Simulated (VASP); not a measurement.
# As in VASP: settings compared

The runs below take As through single point, with PBE, HSE06.

Everything below comes from runs of VASP 6.6.1. Logs are shortened: lines on timing, memory, paths and dates and some standing lists are left out, and cuts for length are marked.

**1. The cell of the first run**

The cell holds a slab with vacuum, 4 atoms: a = 4.807 Å, b = 3.634 Å, c = 28.270 Å, α = 90.00°, β = 90.00°, γ = 90.00°.

**2. Single point, PBE**

INCAR

```
SYSTEM = As
  ALGO = Normal
  DIPOL = 0.5 0.5 0.336
  EDIFF = 1E-6
  ENCUT = 520
  GGA = PE
  IDIPOL = 3
  ISIF = 2
  ISMEAR = 0
  LASPH = .TRUE.
  LCHARG = .FALSE.
  LDIPOL = .TRUE.
  LREAL = .FALSE.
  LWAVE = .FALSE.
  NBANDS = 18
  NELM = 80
  PREC = Accurate
  SIGMA = 0.01
```

KPOINTS

```
k-points
0
G
  4 6 1
  0 0 0
```

POSCAR

```
As
1.0
    4.8073450689      0.0000000000      0.0000000000
    0.0000000000      3.6338990999      0.0000000000
    0.0000000000      0.0000000000     28.2703730404
As
4
Direct
    0.0760356344      0.0000000000      0.3777315096
    0.4239643656      0.5000000000      0.3777315096
    0.5760356344      0.5000000000      0.2943501772
    0.9239643656      0.0000000000      0.2943501772
```

Potentials or basis: VASP PAW PBE potentials, release 64 (As).

On the command line:

```bash
$ cat potpaw_PBE.64/As/POTCAR > POTCAR
$ mpirun -np 1 vasp_std > vasp.out
```

OUTCAR:

```text
SYSTEM = As
   EDIFF = 1E-6
   ENCUT = 520
   GGA = PE
   ISIF = 2
   ISMEAR = 0
   LASPH = .TRUE.
   LREAL = .FALSE.
   NELM = 80
   PREC = Accurate

 ion  position               nearest neighbor table
   1  0.076  0.000  0.378-   4 2.47   2 2.47   2 2.47
   2  0.424  0.500  0.378-   3 2.47   1 2.47   1 2.47
   3  0.576  0.500  0.294-   2 2.47   4 2.47   4 2.47
   4  0.924  0.000  0.294-   1 2.47   3 2.47   3 2.47

  LATTYP: Found a simple orthorhombic cell.
 ALAT       =     3.6338990999
 B/A-ratio  =     1.3229164973
 C/A-ratio  =     7.7796252079

  Lattice vectors:

 A1 = (   0.0000000000,  -3.6338990999,   0.0000000000)
 A2 = (   4.8073450689,   0.0000000000,   0.0000000000)
 A3 = (   0.0000000000,   0.0000000000,  28.2703730404)

Analysis of symmetry for initial positions (statically):
=====================================================================
 Subroutine PRICEL returns:
 Original cell was already a primitive cell.

 Routine SETGRP: Setting up the symmetry group for a
 simple orthorhombic supercell.

 Subroutine GETGRP returns: Found  8 space group operations
 (whereof  2 operations were pure point group operations)
 out of a pool of  8 trial point group operations.

The static configuration has the point symmetry C_1h.
 The point group associated with its full space group is D_2h.

Analysis of symmetry for dynamics (positions and initial velocities):
=====================================================================
 Subroutine PRICEL returns:
 Original cell was already a primitive cell.

 Routine SETGRP: Setting up the symmetry group for a
 simple orthorhombic supercell.

 Subroutine GETGRP returns: Found  8 space group operations
 (whereof  2 operations were pure point group operations)
 out of a pool of  8 trial point group operations.

The dynamic configuration has the point symmetry C_1h.
 The point group associated with its full space group is D_2h.

 Subroutine INISYM returns: Found  8 space group operations
 (whereof  2 operations are pure point group operations),
 and found     1 'primitive' translations

----------------------------------------------------------------------------------------

                                     Primitive cell

  volume of cell :     493.8667

  direct lattice vectors                    reciprocal lattice vectors
     4.807345069  0.000000000  0.000000000     0.208015024  0.000000000  0.000000000
[... 78 lines left out ...]
   LREAL  =      F    real-space projection
[... 7 lines left out ...]
   TEBEG  =    0.0;   TEEND  =   0.0 temperature during run
   PSTRESS=    0.0 pullay stress
   NELECT =      20.0000    total number of electrons
   NUPDOWN=      -1.0000    fix difference up-down
   EMIN   =  10.00;   EMAX   =-10.00  energy-range for DOS
   EFERMI =   0.00;   METHOD = LEGACY
   ISMEAR =     0;   SIGMA  =   0.01  broadening in eV -4-tet -1-fermi 0-gaus
   EFERMI_NEDOS =   21; number of points for ismear=-14 and -15
   IALGO  =     38    algorithm
   IMIX   =      4    mixing-type and parameters
     AMIX     =   0.40;   BMIX     =  1.00
     AMIX_MAG =   1.60;   BMIX_MAG =  1.00
  volume/ion in A,a.u.               =     123.47       833.19
  Fermi-wavevector in a.u.,A,eV,Ry     =   0.562188  1.062381  4.300195  0.316055
  Thomas-Fermi vector in A             =   1.598802
   LORBIT       =      0    0 simple, 1 ext, 2 COOP (PROOUT), +10 PAW based schemes
   GGA     = PE    functional components
   LHFCALC =     F    Hartree Fock is set to
   AEXX    =    0.0000 exact exchange contribution
   IVDW    =     0    specifies the selected vdW correction
   LEPSILON=     F    determine dielectric tensor
   LRPA    =     F    only Hartree local field effects (RPA)
 non-spin polarized calculation
 Gauss-broadening in eV      SIGMA  =   0.01
  energy-cutoff  :      520.00
  volume of cell :      493.87
 maximum number of plane-waves:     13354
 NGX is ok and might be reduce to    36
   NGX = 17   NGY = 13   NGZ =105

 dipolmoment           0.000000      0.000000     -0.000013 electrons x Angstroem

 number of electron      19.9999994 magnetization

 dipolmoment           0.000000      0.000000      0.000001 electrons x Angstroem

 Free energy of the ion-electron system (eV)
  ---------------------------------------------------
  ext. energy  EPLUGINS =         0.00000000
  ---------------------------------------------------
  free energy    TOTEN  =       -18.48708305 eV

  energy without entropy =      -18.48708305  energy(sigma->0) =      -18.48708305

 E-fermi :  -2.9756     XC(G=0):  -2.2214

 val. band max:       -3.0519191787   @ k =   0.0000   0.0000   0.0000
 cond. band min:      -2.1448481922   @ k =   0.0000   0.0000   0.0000
 fundamental gap:      0.9070709866
 Fermi energy:        -2.9755839466

 k-point     1 :       0.0000    0.0000    0.0000
  band No.  band energies     occupation
      1     -17.1495      2.00000
      2     -15.0319      2.00000
      3     -12.3186      2.00000
      4      -9.0680      2.00000
      5      -7.7054      2.00000
      6      -6.7525      2.00000
[... 229 lines left out ...]
      5      -7.5230      2.00000
      6      -7.5230      2.00000
[... 10 lines left out ...]
     17       3.0633      0.00000
     18       3.0633      0.00000

------------------------ aborting loop because EDIFF is reached ----------------------------------------

 vacuum level on the upper side and lower side of the slab       (xc-potential included)        -0.006        -0.006

  FORCE on cell =-STRESS in cart. coord.  units (eV):
  Direction    XX          YY          ZZ          XY          YZ          ZX
  --------------------------------------------------------------------------------------
  -------------------------------------------------------------------------------------
  Total        1.2340832      1.6738690      1.1641417      0.0000000      0.0000000      0.0000000
  in kB        4.0035506      5.4302815      3.7766499      0.0000000      0.0000000      0.0000000
  external PRESSURE =       4.4034940 kB  Pullay stress =       0.0000000 kB

 VOLUME and BASIS-vectors are now :
 -----------------------------------------------------------------------------
  energy-cutoff  :      520.00
  volume of cell :      493.87
      direct lattice vectors                 reciprocal lattice vectors
     4.807345069  0.000000000  0.000000000     0.208015024  0.000000000  0.000000000
     0.000000000  3.633899100  0.000000000     0.000000000  0.275186507  0.000000000
     0.000000000  0.000000000 28.270373040     0.000000000  0.000000000  0.035372720

 POSITION                                       TOTAL-FORCE (eV/Angst)
 -----------------------------------------------------------------------------------
      0.36553      0.00000     10.67861        -0.320689     -0.000000      0.247476
      2.03814      1.81695     10.67861         0.320689      0.000000      0.247476
      2.76920      1.81695      8.32139        -0.320689      0.000000     -0.247476
      4.44182      0.00000      8.32139         0.320689      0.000000     -0.247476
 -----------------------------------------------------------------------------------
    total drift:                                0.000000      0.000000      0.000006

  FREE ENERGIE OF THE ION-ELECTRON SYSTEM (eV)
  ---------------------------------------------------
  free  energy   TOTEN  =       -18.4870830503 eV

  energy  without entropy=      -18.4870830503  energy(sigma->0) =      -18.48708305

 vacuum level on the upper side and lower side of the slab         1.656         1.656
```

stdout:

```text
POSCAR found type information on POSCAR As
 POSCAR found :  1 types and       4 ions
 scaLAPACK will be used
 LDA part: xc-table for (Slater+PW92), standard interpolation
 POSCAR, INCAR and KPOINTS ok, starting setup
 FFT: planning ... GRIDC
 FFT: planning ... GRID_SOFT
 FFT: planning ... GRID
 WAVECAR not read
 entering main loop
```

Wall time 99 s (1 thread of AMD EPYC 7R13 (Zen 3), shared host); peak memory 0.47 GiB.

Results:

```
Free energy            : -18.4871 eV
Largest force          : 0.405 eV/Å
Band gap on the k mesh : 0.91 eV
```

Forces on the atoms (eV/Å):
```
As  -0.321  0.000  0.247
As   0.321  0.000  0.247
As  -0.321  0.000 -0.247
As   0.321  0.000 -0.247
```

Levels at points of the mesh, in eV from the valence-band top:
| k point | band 8 | band 9 | band 10 | band 11 | band 12 | band 13 |
| --- | --- | --- | --- | --- | --- | --- |
| (0.00, 0.00, 0.00) | -1.45 | -1.09 | 0.00 | 0.91 | 2.08 | 2.54 |
| (0.50, 0.00, 0.00) | -1.77 | -0.77 | -0.77 | 1.60 | 1.60 | 3.14 |
| (0.00, 0.50, 0.00) | -2.32 | -1.74 | -1.74 | 1.26 | 1.26 | 2.03 |
| (0.50, 0.50, 0.00) | -3.94 | -1.20 | -1.20 | 2.60 | 2.60 | 4.19 |

**3. Single point, HSE06**

POSCAR is that of step 2.

INCAR.step1

```
  ALGO = Normal
  DIPOL = 0.5 0.5 0.336
  EDIFF = 1E-5
  ENCUT = 520
  GGA = PE
  IDIPOL = 3
  ISIF = 2
  ISMEAR = 0
  LASPH = True
  LDIPOL = True
  LREAL = False
  LWAVE = True
  NBANDS = 18
  NELM = 60
  PREC = Accurate
  SIGMA = 0.01
```

INCAR.step2

```
  ALGO = Normal
  DIPOL = 0.5 0.5 0.336
  EDIFF = 1E-7
  ENCUT = 520
  GGA = PE
  HFSCREEN = 0.2079
  IDIPOL = 3
  ISIF = 2
  ISMEAR = 0
  ISTART = 1
  LASPH = True
  LCHARG = True
  LDIPOL = True
  LELF = True
  LHFCALC = True
  LREAL = False
  LVACPOTAV = True
  LVHAR = True
  LWAVE = False
  NBANDS = 18
  NELM = 60
  PREC = Accurate
  PRECFOCK = Normal
  SIGMA = 0.01
```

KPOINTS

```
k-points
0
Gamma
  2 4 1
```

Potentials or basis: VASP PAW PBE potentials, release 64 (As).

On the command line:

```bash
$ cat potpaw_PBE.64/As/POTCAR > POTCAR
$ cp INCAR.step1 INCAR
$ mpirun -np 1 vasp_std > vasp.out
$ cp INCAR.step2 INCAR
$ mpirun -np 1 vasp_std > vasp.out
```

It took 15 min on 1 thread of AMD EPYC 7R13 (Zen 3), shared host; peak memory 0.63 GiB.

Results (log left out):

| Quantity | Value |
| --- | --- |
| Free energy | -22.2447 eV |
| Largest force | 0.288 eV/Å |
| Band gap on the k mesh | 1.57 eV |

Forces in eV/Å, atoms in the order of the input:
```
As  -0.137  0.000 -0.253
As   0.137  0.000 -0.253
As  -0.137  0.000  0.253
As   0.137  0.000  0.253
```

Levels at points of the mesh, in eV from the valence-band top:
| k point | band 8 | band 9 | band 10 | band 11 | band 12 | band 13 |
| --- | --- | --- | --- | --- | --- | --- |
| (0.00, 0.00, 0.00) | -1.51 | -1.17 | 0.00 | 1.57 | 2.78 | 3.32 |
| (0.50, 0.00, 0.00) | -1.89 | -0.72 | -0.72 | 2.27 | 2.27 | 3.90 |
| (0.00, 0.50, 0.00) | -2.52 | -1.85 | -1.85 | 1.94 | 1.94 | 2.69 |
| (0.50, 0.50, 0.00) | -4.23 | -1.30 | -1.30 | 3.35 | 3.35 | 5.09 |

Caveat: the k points lie up to 0.65 Å⁻¹ apart; the PAW data sets were made with another functional, which shifts forces and pressure a little.
